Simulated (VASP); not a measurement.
A run of VASP 6.6.1:

Contents of INCAR:

```
SYSTEM = WSe2
ALGO     = Normal         ! electronic algorithm
EDIFF    = 1E-6           ! SCF threshold, eV
ENCUT    = 520            ! plane-wave cutoff, eV
GGA      = PS             ! functional
ISIF     = 2              ! what is computed and relaxed
ISMEAR   = 0              ! smearing method
LASPH    = .TRUE.         ! aspherical terms in the spheres
LCHARG   = .FALSE.        ! write CHGCAR
LREAL    = .FALSE.        ! projectors in reciprocal space
LWAVE    = .FALSE.        ! write WAVECAR
NBANDS   = 35             ! bands
NELM     = 60             ! most SCF steps
PREC     = Accurate       ! precision mode
SIGMA    = 0.05           ! smearing width, eV
```

The input KPOINTS:

```
k-points
0
G
  9 9 2
  0 0 0
```

Contents of POSCAR:

```
WSe2
1.0
   -3.2711504052      0.0000000000      0.0000000000
   -1.6355752026     -2.8328993505      0.0000000000
    0.0000000000      0.0000000000     13.7206689562
W Se
2 4
Direct
    0.3333333333      0.3333333333      0.7226689711
    0.6666666667      0.6666666667      0.2408896570
    0.3333333333      0.3333333333      0.1188898194
    0.6666666667      0.6666666667      0.6006691334
    0.3333333333      0.3333333333      0.3628894947
    0.6666666667      0.6666666667      0.8446688087
```

Potentials or basis: VASP PAW PBE potentials, release 64 (W_sv, Se).

Command:

```console
$ cat potpaw_PBE.64/W_sv/POTCAR potpaw_PBE.64/Se/POTCAR > POTCAR
$ mpirun -np 1 vasp_std > vasp.out
```

Hardware: 1 thread of Intel(R) Xeon(R) 6975P-C (Granite Rapids), with other jobs on the host.

Question: Estimate the wall time of this run.

Answer: It took 40 s on 1 thread of Intel(R) Xeon(R) 6975P-C (Granite Rapids), on a shared host, peak memory 0.28 GiB. Counts: scf iterations 15, k points 24.
